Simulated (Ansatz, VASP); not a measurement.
# One calculation of CdS, two programs

```xyz
8
Lattice="-4.0405 4.0412 4.0338 4.0419 -4.0453 4.0395 4.0447 4.0496 -4.0380" Properties=species:S:1:pos:R:3 pbc="T T T"
Cd    1.2967    1.2995    1.2984
Cd    2.7465    2.7506   -2.7388
Cd   -1.2959    1.2923    6.7727
Cd    5.3439    2.7487    2.7397
S     2.7244    2.7253    2.7146
S     1.3213    1.3220   -1.3217
S    -2.7197    2.7208    5.3553
S     6.7675    1.3227    1.3214
```

Change from the starting cell: cell x1, atoms moved at random (sigma 0.1 Å) and cell strained at random (1.5 %), then relaxed without symmetry.

Alike in both runs: functional PBE; k mesh 2 × 2 × 2; occupations gaussian, width 0.1 eV; no spin polarisation.

Ansatz relaxed the structure, and its values are those at the end. VASP's run is a single point on that final structure, the one shown.

```csv
,VASP,Ansatz
version,VASP 6.6.1,Ansatz 0.2.0
potentials or method,"VASP PAW PBE potentials, release 64 (Cd, S), cutoff 520 eV","scalar-relativistic, plane waves, PAW"
valence electrons in the cell,72,104
```

|  | VASP | Ansatz | Ansatz less VASP |
| --- | --- | --- | --- |
| gap on the k mesh at the Fermi level (eV) | 1.49 | 1.49 | +0.001 |
| least direct gap on the mesh (eV) | 1.51 | 1.51 | +0.002 |
| pressure (GPa) | 0.2 | 0.0 | -0.25 |
| rms of the force components (eV/Å) | 0.005 | 0.010 | +0.0045 |

VASP's potentials hold 72 valence electrons a cell and Ansatz's 104, so a difference there can come from the potentials and not from the codes.

The k mesh is coarse, so the values compare programs but aren't converged.
